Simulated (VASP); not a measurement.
# CdI2 (P-3m1) in VASP: further runs

Runs on CdI2. Level: PBEsol. Tasks: electric field gradients.

Program: VASP 6.6.1. These are calculated values, not measurements. Logs are shortened: lines on timing, memory, paths and dates and some standing lists are left out, and cuts for length are marked.

## Step 1: The cell of the first run

Symmetry: P-3m1, No. 164, trigonal system. Conventional cell: a = 4.258 Å, b = 4.258 Å, c = 6.882 Å, α = 90.00°, β = 90.00°, γ = 120.00°. Within 3.9 Å of Cd (site symmetry -3m) lie 6 I at 3.00 Å. I (site symmetry 3m) has 3 Cd at 3.00 Å within 3.9 Å.

## Step 2: Electric field gradients, PBEsol (36.02 Å³/atom)

Input file INCAR:

```
SYSTEM = CdI2
  PREC = Accurate
  ENCUT = 400
  EDIFF = 1E-8
  ISMEAR = -1
  SIGMA = 0.03
  LREAL = .FALSE.
  LASPH = .TRUE.
  NELM = 120
  ALGO = Normal
  ISIF = 2
  LWAVE = .FALSE.
  LCHARG = .FALSE.
  GGA = PS
  LEFG = .TRUE.
  NBANDS = 20
  GGA_COMPAT = .FALSE.
```

Input file KPOINTS:

```
Automatic mesh
0
G
  8 8 5
  0 0 0
```

Input file POSCAR:

```
CdI2
1.0
    4.2580989834      0.0000000000      0.0000000000
   -2.1290494917      3.6876218914      0.0000000000
    0.0000000000      0.0000000000      6.8817875428
Cd I
1 2
Direct
    0.0000000000      0.0000000000      0.0000000000
    0.3333333333      0.6666666667      0.2492000000
    0.6666666667      0.3333333333      0.7508000000
```

Potentials or basis: VASP PAW PBE potentials, release 64 (Cd, I).

Started as:

```
> cat potpaw_PBE.64/Cd/POTCAR potpaw_PBE.64/I/POTCAR > POTCAR
> mpirun -np 1 vasp_std > vasp.out
```

OUTCAR:

```text
SYSTEM = CdI2
   PREC = Accurate
   ENCUT = 400
   EDIFF = 1E-8
   ISMEAR = -1
   LREAL = .FALSE.
   LASPH = .TRUE.
   NELM = 120
   ISIF = 2
   GGA = PS

 ion  position               nearest neighbor table
   1  0.000  0.000  0.000-   2 3.00   3 3.00   2 3.00   3 3.00   3 3.00   2 3.00
   2  0.333  0.667  0.249-   1 3.00   1 3.00   1 3.00
   3  0.667  0.333  0.751-   1 3.00   1 3.00   1 3.00

  LATTYP: Found a hexagonal cell.
 ALAT       =     4.2580989834
 C/A-ratio  =     1.6161642953

  Lattice vectors:

 A1 = (   4.2580989834,   0.0000000000,   0.0000000000)
 A2 = (  -2.1290494917,   3.6876218914,   0.0000000000)
 A3 = (   0.0000000000,   0.0000000000,   6.8817875428)

Analysis of symmetry for initial positions (statically):
=====================================================================
 Subroutine PRICEL returns:
 Original cell was already a primitive cell.

 Routine SETGRP: Setting up the symmetry group for a
 hexagonal supercell.

 Subroutine GETGRP returns: Found 12 space group operations
 (whereof 12 operations were pure point group operations)
 out of a pool of 24 trial point group operations.

The static configuration has the point symmetry D_3d.

Analysis of symmetry for dynamics (positions and initial velocities):
=====================================================================
 Subroutine PRICEL returns:
 Original cell was already a primitive cell.

 Routine SETGRP: Setting up the symmetry group for a
 hexagonal supercell.

 Subroutine GETGRP returns: Found 12 space group operations
 (whereof 12 operations were pure point group operations)
 out of a pool of 24 trial point group operations.

The dynamic configuration has the point symmetry D_3d.

 Subroutine INISYM returns: Found 12 space group operations
 (whereof 12 operations are pure point group operations),
 and found     1 'primitive' translations

----------------------------------------------------------------------------------------

                                     Primitive cell

  volume of cell :     108.0596

  direct lattice vectors                    reciprocal lattice vectors
     4.258098983  0.000000000  0.000000000     0.234846584  0.135588738  0.000000000
    -2.129049492  3.687621891  0.000000000     0.000000000  0.271177477  0.000000000
     0.000000000  0.000000000  6.881787543     0.000000000  0.000000000  0.145311083

  length of vectors
     4.258098983  4.258098983  6.881787543     0.271177477  0.271177477  0.145311083

  position of ions in fractional coordinates (direct lattice)
     0.000000000  0.000000000  0.000000000
     0.333333333  0.666666667  0.249200000
     0.666666667  0.333333333  0.750800000

  ion indices of the primitive-cell ions
   primitive index   ion index
                 1           1
                 2           2
                 3           3

----------------------------------------------------------------------------------------

 KPOINTS: Automatic mesh

Automatic generation of k-mesh.
 Grid dimensions read from file:
 generate k-points for:    8    8    5

 Generating k-lattice:

  Cartesian coordinates                     Fractional coordinates (reciprocal lattice)
     0.029355823  0.016948592  0.000000000     0.125000000  0.000000000  0.000000000
     0.000000000  0.033897185  0.000000000     0.000000000  0.125000000  0.000000000
     0.000000000  0.000000000  0.029062217     0.000000000  0.000000000  0.200000000

  Length of vectors
     0.033897185  0.033897185  0.029062217

  Shift w.r.t. Gamma in fractional coordinates (k-lattice)
     0.000000000  0.000000000  0.000000000

 Subroutine IBZKPT returns following result:
 ===========================================

 Found     40 irreducible k-points:

 Following reciprocal coordinates:
            Coordinates               Weight
  0.000000  0.000000  0.000000      1.000000
  0.125000  0.000000  0.000000      6.000000
  0.250000  0.000000  0.000000      6.000000
  0.375000  0.000000  0.000000      6.000000
  0.500000  0.000000  0.000000      3.000000
  0.125000  0.125000  0.000000      6.000000
[... 16 lines left out ...]
 -0.125000  0.500000  0.200000     12.000000
  0.250000  0.250000  0.200000     12.000000
 [... further k-points ...]
   k-points           NKPTS =     40   k-points in BZ     NKDIM =     40   number of bands    NBANDS=     20
   number of dos      NEDOS =    301   number of ions     NIONS =      3
   total plane-waves  NPLWV =  37632
   dimension x,y,z NGX =    28 NGY =   28 NGZ =   48
   dimension x,y,z NGXF=    56 NGYF=   56 NGZF=   96
   ions per type =               1   2
   NGX,Y,Z   is equivalent  to a cutoff of  10.93, 10.93, 11.60 a.u.
   NGXF,Y,Z  is equivalent  to a cutoff of  21.86, 21.86, 23.19 a.u.
 SYSTEM =  CdI2
   PREC   = accura    normal or accurate (medium, high low for compatibility)
   ISTART =      0    job   : 0-new  1-cont  2-samecut
   ICHARG =      2    charge: 1-file 2-atom 10-const
   ISPIN  =      1    spin polarized calculation?
   LNONCOLLINEAR =      F non collinear calculations
   LSORBIT =      F    spin-orbit coupling
   LASPH  =      T    aspherical Exc in radial PAW
   ENCUT  =  400.0 eV  29.40 Ry    5.42 a.u.   6.94  6.94 11.22*2*pi/ulx,y,z
   NELM   =    120;   NELMIN=  2; NELMDL= -5     # of ELM steps
   EDIFF  = 0.1E-07   stopping-criterion for ELM
   LREAL  =      F    real-space projection
   EDIFFG = 0.1E-06   stopping-criterion for IOM
   NSW    =      0    number of steps for IOM
   IBRION =     -1    ionic relax: 0-MD 1-quasi-New 2-CG
   NFREE  =      0    steps in history (QN), initial steepest desc. (CG)
   ISIF   =      2    stress and relaxation
   ISYM   =      2    0-nonsym 1-usesym 2-fastsym
   POTIM  = 0.5000    time-step for ionic-motion
   TEBEG  =    0.0;   TEEND  =   0.0 temperature during run
   PSTRESS=    0.0 pullay stress
   NELECT =      26.0000    total number of electrons
   NUPDOWN=      -1.0000    fix difference up-down
   EMIN   =  10.00;   EMAX   =-10.00  energy-range for DOS
   EFERMI =   0.00;   METHOD = LEGACY
   ISMEAR =    -1;   SIGMA  =   0.03  broadening in eV -4-tet -1-fermi 0-gaus
   EFERMI_NEDOS =   21; number of points for ismear=-14 and -15
   IALGO  =     38    algorithm
   IMIX   =      4    mixing-type and parameters
     AMIX     =   0.40;   BMIX     =  1.00
     AMIX_MAG =   1.60;   BMIX_MAG =  1.00
  volume/ion in A,a.u.               =      36.02       243.07
  Fermi-wavevector in a.u.,A,eV,Ry     =   1.018227  1.924171 14.106346  1.036787
  Thomas-Fermi vector in A             =   2.151673
   LORBIT       =      0    0 simple, 1 ext, 2 COOP (PROOUT), +10 PAW based schemes
   GGA     = PS    functional components
   LHFCALC =     F    Hartree Fock is set to
   AEXX    =    0.0000 exact exchange contribution
   IVDW    =     0    specifies the selected vdW correction
   LEPSILON=     F    determine dielectric tensor
   LRPA    =     F    only Hartree local field effects (RPA)
 non-spin polarized calculation
  energy-cutoff  :      400.00
  volume of cell :      108.06
 maximum number of plane-waves:      1975
   NGX = 13   NGY = 13   NGZ = 23

 number of electron      26.0000011 magnetization

 Free energy of the ion-electron system (eV)
  ---------------------------------------------------
  ext. energy  EPLUGINS =         0.00000000
  ---------------------------------------------------
  free energy    TOTEN  =        -6.37080989 eV

  energy without entropy =       -6.37080989  energy(sigma->0) =       -6.37080989

 E-fermi :   2.4863     XC(G=0):  -8.7121

 val. band max:        1.8255531395   @ k =   0.1250   0.0000   0.2000
 cond. band min:       4.1040080884   @ k =   0.5000   0.0000   0.4000
 fundamental gap:      2.2784549489
 Fermi energy:         2.4863295877

 k-point     1 :       0.0000    0.0000    0.0000
  band No.  band energies     occupation
      1     -10.3056      2.00000
      2      -9.6072      2.00000
      3      -5.7167      2.00000
      4      -5.7167      2.00000
      5      -5.6020      2.00000
      6      -5.5175      2.00000
[... 12 lines left out ...]
     19      10.7347      0.00000
     20      10.9095      0.00000

 k-point     2 :       0.1250    0.0000    0.0000
  band No.  band energies     occupation
      1     -10.2298      2.00000
      2      -9.5960      2.00000
      3      -5.7051      2.00000
      4      -5.6801      2.00000
      5      -5.5857      2.00000
      6      -5.5213      2.00000
[... 12 lines left out ...]
     19      10.1979      0.00000
     20      10.7013      0.00000

 k-point     3 :       0.2500    0.0000    0.0000
  band No.  band energies     occupation
      1     -10.0312      2.00000
      2      -9.5732      2.00000
      3      -5.6853      2.00000
      4      -5.6119      2.00000
      5      -5.5377      2.00000
      6      -5.5141      2.00000
[... 12 lines left out ...]
     19       9.6994      0.00000
     20      10.7514      0.00000

 k-point     4 :       0.3750    0.0000    0.0000
  band No.  band energies     occupation
      1      -9.7949      2.00000
      2      -9.5679      2.00000
      3      -5.6782      2.00000
      4      -5.6039      2.00000
      5      -5.5176      2.00000
      6      -5.4708      2.00000
[... 12 lines left out ...]
     19      10.4571      0.00000
     20      11.0391      0.00000

 k-point     5 :       0.5000    0.0000    0.0000
  band No.  band energies     occupation
      1      -9.6374      2.00000
      2      -9.6178      2.00000
      3      -5.6783      2.00000
      4      -5.6113      2.00000
      5      -5.5113      2.00000
      6      -5.4546      2.00000
[... 12 lines left out ...]
     19      10.8162      0.00000
     20      11.3997      0.00000
[... 353 lines left out ...]
      6      -5.4914      2.00000
[... 12 lines left out ...]
     19       9.3832      0.00000
     20      10.6642      0.00000

 k-point    22 :       0.3750    0.1250    0.2000
  band No.  band energies     occupation
      1      -9.6471      2.00000
      2      -9.6085      2.00000
      3      -5.6558      2.00000
      4      -5.5931      2.00000
      5      -5.5076      2.00000
      6      -5.4675      2.00000
[... 12 lines left out ...]
     19      10.7437      0.00000
     20      11.5137      0.00000

 k-point    23 :      -0.1250    0.5000    0.2000
  band No.  band energies     occupation
      1      -9.6895      2.00000
      2      -9.5632      2.00000
      3      -5.6549      2.00000
      4      -5.5942      2.00000
      5      -5.5097      2.00000
      6      -5.4679      2.00000
[... 12 lines left out ...]
     19      10.5648      0.00000
     20      11.1568      0.00000

 k-point    24 :       0.2500    0.2500    0.2000
  band No.  band energies     occupation
      1      -9.6855      2.00000
      2      -9.5702      2.00000
      3      -5.6273      2.00000
      4      -5.5639      2.00000
      5      -5.5169      2.00000
      6      -5.4683      2.00000
[... 12 lines left out ...]
     19       9.4621      0.00000
     20      10.7563      0.00000

 [... further k-points ...]
[... 5 lines left out ...]
  --------------------------------------------------------------------------------------
  -------------------------------------------------------------------------------------
  Total       -0.5693102     -0.5693102     -0.4498056      0.0000000     -0.0000000      0.0000000
  in kB       -8.4410438     -8.4410438     -6.6691732      0.0000000     -0.0000000      0.0000000
  external PRESSURE =      -7.8504203 kB  Pullay stress =       0.0000000 kB

 VOLUME and BASIS-vectors are now :
 -----------------------------------------------------------------------------
  energy-cutoff  :      400.00
  volume of cell :      108.06
      direct lattice vectors                 reciprocal lattice vectors
     4.258098983  0.000000000  0.000000000     0.234846584  0.135588738  0.000000000
    -2.129049492  3.687621891  0.000000000     0.000000000  0.271177477  0.000000000
     0.000000000  0.000000000  6.881787543     0.000000000  0.000000000  0.145311083

 POSITION                                       TOTAL-FORCE (eV/Angst)
 -----------------------------------------------------------------------------------
      0.00000      0.00000      0.00000        -0.000000      0.000000      0.000000
     -0.00000      2.45841      1.71494         0.000000     -0.000000     -0.123463
      2.12905      1.22921      5.16685        -0.000000      0.000000      0.123463
 -----------------------------------------------------------------------------------
    total drift:                               -0.000000      0.000000      0.000000

  FREE ENERGIE OF THE ION-ELECTRON SYSTEM (eV)
  ---------------------------------------------------
  free  energy   TOTEN  =        -6.3708098868 eV

  energy  without entropy=       -6.3708098868  energy(sigma->0) =       -6.37080989

 Electric field gradients (V/A^2)
---------------------------------------------------------------------
 ion       V_xx      V_yy      V_zz      V_xy      V_xz      V_yz
---------------------------------------------------------------------
   1      -0.902    -0.902     1.805    -0.000     0.000    -0.000
   2      27.933    27.933   -55.867    -0.000     0.000    -0.000
   3      27.933    27.933   -55.867    -0.000     0.000    -0.000
---------------------------------------------------------------------

 Electric field gradients after diagonalization (V/A^2)
 (convention: |V_zz| > |V_xx| > |V_yy|)
----------------------------------------------------------------------
 ion       V_xx      V_yy      V_zz     asymmetry (V_yy - V_xx)/ V_zz
----------------------------------------------------------------------
   1      -0.903    -0.902     1.805       0.000
   2      27.933    27.933   -55.867       0.000
   3      27.933    27.933   -55.867       0.000
----------------------------------------------------------------------

           NMR quadrupolar parameters

 Cq : quadrupolar parameter    Cq=e*Q*V_zz/h
 eta: asymmetry parameters     (V_yy - V_xx)/ V_zz
 Q  : nuclear electric quadrupole moment in mb (millibarn)
----------------------------------------------------------------------
 ion       Cq(MHz)       eta       Q (mb)
----------------------------------------------------------------------
   1       0.004       0.000       1.000
   2      -0.135       0.000       1.000
   3      -0.135       0.000       1.000
----------------------------------------------------------------------
```

Run time: 73 s. Hardware: 1 thread of Intel Xeon 8259CL, shared host; peak memory 0.21 GiB.

What came out:

| Item | Value |
| --- | --- |
| Free energy | -6.3708 eV |
| Pressure | -0.8 GPa |
| Largest force | 0.123 eV/Å |
| Band gap on the k mesh | 2.28 eV (least direct gap 2.46 eV) |
| Largest electric field gradient by atom | Cd +1.8; I -55.9 V/Å² |

Forces on the atoms (eV/Å):
```
Cd   0.000  0.000  0.000
I    0.000  0.000 -0.123
I    0.000  0.000  0.123
```

Stress tensor (GPa, compression positive):
```
-0.84  0.00  0.00
 0.00 -0.84  0.00
 0.00  0.00 -0.67
```

Electric field gradients, principal values (V/Å²):
```
atom   least  middle  greatest (by size)
1 Cd  -0.902  -0.903               1.805
 2 I  27.933  27.933             -55.867
 3 I  27.933  27.933             -55.867
```

Caveat: without QUAD_EFG the Cq values of the log hold for a quadrupole moment of 1 mb, not for the nuclei; the PAW data sets were made with another functional, which shifts forces and pressure a little; spin-orbit coupling is left out, which moves the levels of the heavy elements; an odd mesh through Γ misses points on the zone boundary, where band edges can lie; this functional lacks dispersion, which binds the layers, so the pressure and a relaxed spacing across them are unreliable.

[end of part 1 of 3]
